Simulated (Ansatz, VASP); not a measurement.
# SiC: VASP beside Ansatz

```
Si C
1.0
     0.00000    2.20731    2.20731
     2.20731    0.00000    2.20731
     2.13815    2.13815    0.06916
Si C
1 1
Cartesian
  0.0000 0.0000 0.0000
  3.2591 3.2591 3.3628
```

Alike in both runs: task single point; functional PBE; k mesh 12 × 12 × 12; occupations gaussian, width 0.05 eV; no spin polarisation.

```csv
,VASP,Ansatz
version,VASP 6.6.1,Ansatz 0.2.0
potentials or method,"VASP PAW PBE potentials, release 64 (Si, C), cutoff 520 eV","scalar-relativistic, plane waves, PAW"
valence electrons in the cell,8,8
```

|  | VASP | Ansatz | Ansatz less VASP |
| --- | --- | --- | --- |
| gap on the k mesh at the Fermi level (eV) | 1.15 | 1.15 | +0.005 |
| least direct gap on the mesh (eV) | 4.24 | 4.24 | +0.005 |
| pressure (GPa) | 6.1 | 6.2 | +0.06 |
| traceless stress, the component that is largest in VASP (GPa) | 9.38 | 9.36 | -0.029 |
| rms of the force components (eV/Å) | 0.357 | 0.358 | +0.0008 |

Atom by atom the forces differ by 0.001 eV/Å (rms over components).
